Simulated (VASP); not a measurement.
# InP in VASP: notebook

Runs on InP. Level: PBE. Tasks: single point.

All numbers are computed with VASP 6.6.1; they aren't measurements. Logs are shortened: lines on timing, memory, paths and dates and some standing lists are left out, and cuts for length are marked.

## (1) The cell of the first run

The cell holds a wire or tube with vacuum around it, 4 atoms: a = 11.400 Å, b = 9.300 Å, c = 4.645 Å, α = 90.00°, β = 90.00°, γ = 90.00°.

## (2) Single point, PBE, collinear spin

Contents of INCAR:

```
ALGO = Normal ; EDIFF = 1E-6
ENCUT = 520 ; GGA = PE
ISIF = 2 ; ISMEAR = 0
ISPIN = 2 ; LASPH = T
LCHARG = T ; LELF = T
LORBIT = 11 ; LREAL = F
LVHAR = T ; LWAVE = F
MAGMOM = 0.5 0.5 0.5 0.5 ; NBANDS = 30
NELM = 150 ; PREC = Accurate
SIGMA = 0.05
```

Contents of KPOINTS:

```
k-points
0
Gamma
  1 1 14
```

Contents of POSCAR:

```
InP
1.0
   11.4000000000      0.0000000000      0.0000000000
    0.0000000000      9.3000000000      0.0000000000
    0.0000000000      0.0000000000      4.6454136060
In P
2 2
Direct
    0.3930332393      0.5000000000      0.0000000000
    0.6069667607      0.5000000000      0.5000000000
    0.3930332393      0.5000000000      0.5000000000
    0.6069667607      0.5000000000      0.0000000000
```

Potentials or basis: VASP PAW PBE potentials, release 64 (In_d, P).

Command:

```
> cat potpaw_PBE.64/In_d/POTCAR potpaw_PBE.64/P/POTCAR > POTCAR
> mpirun -np 1 vasp_std > vasp.out
```

OUTCAR:

```text
EDIFF = 1E-6
   ENCUT = 520
   GGA = PE
   ISIF = 2
   ISMEAR = 0
   ISPIN = 2
   LASPH = T
   LORBIT = 11
   LREAL = F
   NELM = 150
   PREC = Accurate

 ion  position               nearest neighbor table
   1  0.393  0.500  0.000-   3 2.32   3 2.32   4 2.44   2 3.37   2 3.37
   2  0.607  0.500  0.500-   4 2.32   4 2.32   3 2.44   1 3.37   1 3.37
   3  0.393  0.500  0.500-   1 2.32   1 2.32   2 2.44
   4  0.607  0.500  0.000-   2 2.32   2 2.32   1 2.44

  LATTYP: Found a simple orthorhombic cell.
 ALAT       =     4.6454136060
 B/A-ratio  =     2.0019745902
 C/A-ratio  =     2.4540333686

  Lattice vectors:

 A1 = (   0.0000000000,   0.0000000000,  -4.6454136060)
 A2 = (   0.0000000000,   9.3000000000,   0.0000000000)
 A3 = (  11.4000000000,   0.0000000000,   0.0000000000)

Analysis of symmetry for initial positions (statically):
=====================================================================
 Subroutine PRICEL returns:
 Original cell was already a primitive cell.

 Routine SETGRP: Setting up the symmetry group for a
 simple orthorhombic supercell.

 Subroutine GETGRP returns: Found  8 space group operations
 (whereof  4 operations were pure point group operations)
 out of a pool of  8 trial point group operations.

The static configuration has the point symmetry C_2v.
 The point group associated with its full space group is D_2h.

Analysis of symmetry for dynamics (positions and initial velocities):
=====================================================================
 Subroutine PRICEL returns:
 Original cell was already a primitive cell.

 Routine SETGRP: Setting up the symmetry group for a
 simple orthorhombic supercell.

 Subroutine GETGRP returns: Found  8 space group operations
 (whereof  4 operations were pure point group operations)
 out of a pool of  8 trial point group operations.

The dynamic configuration has the point symmetry C_2v.
 The point group associated with its full space group is D_2h.

Analysis of structural, dynamic, and magnetic symmetry:
=====================================================================
 Subroutine PRICEL returns:
 Original cell was already a primitive cell.

 Routine SETGRP: Setting up the symmetry group for a
 simple orthorhombic supercell.

 Subroutine GETGRP returns: Found  8 space group operations
 (whereof  4 operations were pure point group operations)
 out of a pool of  8 trial point group operations.

The overall configuration has the point symmetry C_2v.
 The point group associated with its full space group is D_2h.

 Subroutine INISYM returns: Found  8 space group operations
 (whereof  4 operations are pure point group operations),
 and found     1 'primitive' translations

----------------------------------------------------------------------------------------

                                     Primitive cell

  volume of cell :     492.5068

  direct lattice vectors                    reciprocal lattice vectors
    11.400000000  0.000000000  0.000000000     0.087719298  0.000000000  0.000000000
     0.000000000  9.300000000  0.000000000     0.000000000  0.107526882  0.000000000
     0.000000000  0.000000000  4.645413606     0.000000000  0.000000000  0.215266085

  length of vectors
    11.400000000  9.300000000  4.645413606     0.087719298  0.107526882  0.215266085

  position of ions in fractional coordinates (direct lattice)
     0.393033239  0.500000000  0.000000000
     0.606966761  0.500000000  0.500000000
     0.393033239  0.500000000  0.500000000
     0.606966761  0.500000000  0.000000000

  ion indices of the primitive-cell ions
   primitive index   ion index
                 1           1
                 2           2
                 3           3
                 4           4

----------------------------------------------------------------------------------------

 KPOINTS: k-points

Automatic generation of k-mesh.
 Grid dimensions read from file:
 generate k-points for:    1    1   14

 Generating k-lattice:

  Cartesian coordinates                     Fractional coordinates (reciprocal lattice)
     0.087719298  0.000000000  0.000000000     1.000000000  0.000000000  0.000000000
     0.000000000  0.107526882  0.000000000     0.000000000  1.000000000  0.000000000
     0.000000000  0.000000000  0.015376149     0.000000000  0.000000000  0.071428571

  Length of vectors
     0.087719298  0.107526882  0.015376149

  Shift w.r.t. Gamma in fractional coordinates (k-lattice)
     0.000000000  0.000000000  0.000000000

 Subroutine IBZKPT returns following result:
 ===========================================

 Found      8 irreducible k-points:

 Following reciprocal coordinates:
            Coordinates               Weight
  0.000000  0.000000  0.000000      1.000000
  0.000000  0.000000  0.071429      2.000000
  0.000000  0.000000  0.142857      2.000000
  0.000000  0.000000  0.214286      2.000000
  0.000000  0.000000  0.285714      2.000000
  0.000000  0.000000  0.357143      2.000000
  0.000000  0.000000  0.428571      2.000000
  0.000000  0.000000  0.500000      1.000000
   k-points           NKPTS =      8   k-points in BZ     NKDIM =      8   number of bands    NBANDS=     30
   number of dos      NEDOS =    301   number of ions     NIONS =      4
   total plane-waves  NPLWV = 226800
   dimension x,y,z NGX =    90 NGY =   70 NGZ =   36
   dimension x,y,z NGXF=   180 NGYF=  140 NGZF=   72
   ions per type =               2   2
   NGX,Y,Z   is equivalent  to a cutoff of  13.12, 12.51, 12.88 a.u.
   NGXF,Y,Z  is equivalent  to a cutoff of  26.25, 25.03, 25.77 a.u.
 SYSTEM =  unknown system
   PREC   = accura    normal or accurate (medium, high low for compatibility)
   ISTART =      0    job   : 0-new  1-cont  2-samecut
   ICHARG =      2    charge: 1-file 2-atom 10-const
   ISPIN  =      2    spin polarized calculation?
   LNONCOLLINEAR =      F non collinear calculations
   LSORBIT =      F    spin-orbit coupling
   LASPH  =      T    aspherical Exc in radial PAW
   ENCUT  =  520.0 eV  38.22 Ry    6.18 a.u.  21.20 17.29  8.64*2*pi/ulx,y,z
   NELM   =    150;   NELMIN=  2; NELMDL= -5     # of ELM steps
   EDIFF  = 0.1E-05   stopping-criterion for ELM
   LREAL  =      F    real-space projection
   EDIFFG = 0.1E-04   stopping-criterion for IOM
   NSW    =      0    number of steps for IOM
   IBRION =     -1    ionic relax: 0-MD 1-quasi-New 2-CG
   NFREE  =      0    steps in history (QN), initial steepest desc. (CG)
   ISIF   =      2    stress and relaxation
   ISYM   =      2    0-nonsym 1-usesym 2-fastsym
   POTIM  = 0.5000    time-step for ionic-motion
   TEBEG  =    0.0;   TEEND  =   0.0 temperature during run
   PSTRESS=    0.0 pullay stress
   NELECT =      36.0000    total number of electrons
   NUPDOWN=      -1.0000    fix difference up-down
   EMIN   =  10.00;   EMAX   =-10.00  energy-range for DOS
   EFERMI =   0.00;   METHOD = LEGACY
   ISMEAR =     0;   SIGMA  =   0.05  broadening in eV -4-tet -1-fermi 0-gaus
   EFERMI_NEDOS =   21; number of points for ismear=-14 and -15
   IALGO  =     38    algorithm
   IMIX   =      4    mixing-type and parameters
     AMIX     =   0.40;   BMIX     =  1.00
     AMIX_MAG =   1.60;   BMIX_MAG =  1.00
  volume/ion in A,a.u.               =     123.13       830.90
  Fermi-wavevector in a.u.,A,eV,Ry     =   0.684497  1.293512  6.374823  0.468536
  Thomas-Fermi vector in A             =   1.764167
   LORBIT       =     11    0 simple, 1 ext, 2 COOP (PROOUT), +10 PAW based schemes
   GGA     = PE    functional components
   LHFCALC =     F    Hartree Fock is set to
   AEXX    =    0.0000 exact exchange contribution
   IVDW    =     0    specifies the selected vdW correction
   LEPSILON=     F    determine dielectric tensor
   LRPA    =     F    only Hartree local field effects (RPA)
 spin polarized calculation
 Gauss-broadening in eV      SIGMA  =   0.05
  energy-cutoff  :      520.00
  volume of cell :      492.51
 maximum number of plane-waves:     13345
 NGX is ok and might be reduce to    90
   NGX = 43   NGY = 35   NGZ = 17

 number of electron      36.0000008 magnetization      -0.0000064

 number of electron      36.0000008 magnetization       0.0000069

 Free energy of the ion-electron system (eV)
  ---------------------------------------------------
  ext. energy  EPLUGINS =         0.00000000
  ---------------------------------------------------
  free energy    TOTEN  =       -12.45382846 eV

  energy without entropy =      -12.45382827  energy(sigma->0) =      -12.45382837

 E-fermi :  -2.6918     XC(G=0):  -2.9330

 val. band max:       -2.8580701279   @ k =   0.0000   0.0000   0.2857
 cond. band min:      -2.5336917451   @ k =   0.0000   0.0000   0.0000
 fundamental gap:      0.3243783828
 Fermi energy:        -2.6917698665

 spin component 1

 k-point     1 :       0.0000    0.0000    0.0000
  band No.  band energies     occupation
      1     -17.9948      1.00000
      2     -17.8287      1.00000
      3     -17.3452      1.00000
      4     -17.2833      1.00000
      5     -17.2575      1.00000
      6     -17.2252      1.00000
[... 22 lines left out ...]
     29       4.1736      0.00000
     30       4.4273      0.00000

 k-point     2 :       0.0000    0.0000    0.0714
  band No.  band energies     occupation
      1     -17.9819      1.00000
      2     -17.8172      1.00000
      3     -17.3472      1.00000
      4     -17.2860      1.00000
      5     -17.2583      1.00000
      6     -17.2225      1.00000
[... 22 lines left out ...]
     29       4.0122      0.00000
     30       4.5347      0.00000

 k-point     3 :       0.0000    0.0000    0.1429
  band No.  band energies     occupation
      1     -17.9445      1.00000
      2     -17.7848      1.00000
      3     -17.3527      1.00000
      4     -17.2943      1.00000
      5     -17.2606      1.00000
      6     -17.2270      1.00000
[... 131 lines left out ...]
      6     -17.2612      1.00000
[... 22 lines left out ...]
     29       3.9239      0.00000
     30       3.9982      0.00000

 k-point     8 :       0.0000    0.0000    0.5000
  band No.  band energies     occupation
      1     -17.6261      1.00000
      2     -17.6261      1.00000
      3     -17.3838      1.00000
      4     -17.3838      1.00000
      5     -17.2657      1.00000
      6     -17.2657      1.00000
[... 22 lines left out ...]
     29       4.1705      0.00000
     30       4.1725      0.00000
 Fermi energy:        -2.6917698665

 spin component 2

 k-point     1 :       0.0000    0.0000    0.0000
  band No.  band energies     occupation
      1     -17.9948      1.00000
      2     -17.8287      1.00000
      3     -17.3452      1.00000
      4     -17.2833      1.00000
      5     -17.2575      1.00000
      6     -17.2252      1.00000
[... 22 lines left out ...]
     29       4.1734      0.00000
     30       4.4273      0.00000

 k-point     2 :       0.0000    0.0000    0.0714
  band No.  band energies     occupation
      1     -17.9819      1.00000
      2     -17.8172      1.00000
      3     -17.3472      1.00000
      4     -17.2860      1.00000
      5     -17.2583      1.00000
      6     -17.2225      1.00000
[... 22 lines left out ...]
     29       4.0120      0.00000
     30       4.5347      0.00000

 k-point     3 :       0.0000    0.0000    0.1429
  band No.  band energies     occupation
      1     -17.9445      1.00000
      2     -17.7848      1.00000
      3     -17.3527      1.00000
      4     -17.2943      1.00000
      5     -17.2606      1.00000
      6     -17.2270      1.00000
[... 154 lines left out ...]
     29       3.9210      0.00000
     30       3.9968      0.00000

 k-point     8 :       0.0000    0.0000    0.5000
  band No.  band energies     occupation
      1     -17.6261      1.00000
      2     -17.6261      1.00000
      3     -17.3838      1.00000
      4     -17.3838      1.00000
      5     -17.2657      1.00000
      6     -17.2657      1.00000
[... 22 lines left out ...]
     29       4.1685      0.00000
     30       4.1685      0.00000

------------------------ aborting loop because EDIFF is reached ----------------------------------------

  FORCE on cell =-STRESS in cart. coord.  units (eV):
  Direction    XX          YY          ZZ          XY          YZ          ZX
  --------------------------------------------------------------------------------------
  -------------------------------------------------------------------------------------
  Total        5.7690840      0.0305623     14.5592791      0.0000000      0.0000000      0.0000000
  in kB       18.7674496      0.0994225     47.3628979      0.0000000      0.0000000      0.0000000
  external PRESSURE =      22.0765900 kB  Pullay stress =       0.0000000 kB

 VOLUME and BASIS-vectors are now :
 -----------------------------------------------------------------------------
  energy-cutoff  :      520.00
  volume of cell :      492.51
      direct lattice vectors                 reciprocal lattice vectors
    11.400000000  0.000000000  0.000000000     0.087719298  0.000000000  0.000000000
     0.000000000  9.300000000  0.000000000     0.000000000  0.107526882  0.000000000
     0.000000000  0.000000000  4.645413606     0.000000000  0.000000000  0.215266085

 POSITION                                       TOTAL-FORCE (eV/Angst)
 -----------------------------------------------------------------------------------
      4.48058      4.65000      0.00000        -0.998285      0.000000      0.000000
      6.91942      4.65000      2.32271         0.998285      0.000000      0.000000
      4.48058      4.65000      2.32271        -1.390795      0.000000      0.000000
      6.91942      4.65000      0.00000         1.390795      0.000000      0.000000
 -----------------------------------------------------------------------------------
    total drift:                               -0.000000     -0.000000     -0.000000

  FREE ENERGIE OF THE ION-ELECTRON SYSTEM (eV)
  ---------------------------------------------------
  free  energy   TOTEN  =       -12.4538284636 eV

  energy  without entropy=      -12.4538282745  energy(sigma->0) =      -12.45382837

 total charge

# of ion       s       p       d       tot
------------------------------------------
    1        0.894   0.771   9.916  11.581
    2        0.894   0.771   9.916  11.581
    3        1.033   1.533   0.000   2.566
    4        1.033   1.533   0.000   2.566
--------------------------------------------------
tot          3.854   4.609  19.831  28.295

 magnetization (x)

# of ion       s       p       d       tot
------------------------------------------
    1       -0.000  -0.000   0.000  -0.000
    2       -0.000  -0.000   0.000  -0.000
    3       -0.000  -0.000   0.000  -0.000
    4       -0.000  -0.000   0.000  -0.000
--------------------------------------------------
tot         -0.000  -0.000   0.000  -0.000
```

Run time: 5.7 min. Hardware: 1 thread of Oxide Virtual Turin-like, shared host; peak memory 0.7 GiB.

Results:

```yaml
Free_energy: -12.4538 eV
Largest_force: 1.391 eV/Å
Band_gap_on_the_k_mesh: 0.32 eV (least direct gap 0.63 eV)
Net_moment: 0.00 μB per cell
Valence_electrons_inside_the_program's_atomic_spheres: In 11.58; P 2.57
```

Forces in eV/Å, atoms in the order of the input:
```
In  -0.998  0.000  0.000
In   0.998  0.000  0.000
P   -1.391  0.000  0.000
P    1.391  0.000  0.000
```

Levels at points of the mesh, in eV from the valence-band top:
Spin up:
```csv
k point,band 16,band 17,band 18,band 19,band 20,band 21
"(0.00, 0.00, 0.00)",-2.15,-2.11,-0.30,0.32,2.08,3.76
"(0.00, 0.00, 0.50)",-0.78,-0.49,-0.49,2.43,2.43,3.86
```
Spin down:
```tsv
k point	band 16	band 17	band 18	band 19	band 20	band 21
(0.00, 0.00, 0.00)	-2.15	-2.11	-0.30	0.32	2.08	3.76
(0.00, 0.00, 0.50)	-0.78	-0.49	-0.49	2.43	2.43	3.86
```

Caveat: semilocal functionals underestimate gaps, and a narrow one can read as zero; spin-orbit coupling is left out, which moves the levels of the heavy elements.

[end of part 1 of 2]

The gap in the log of VASP goes by the Fermi energy; the results here count the filled bands.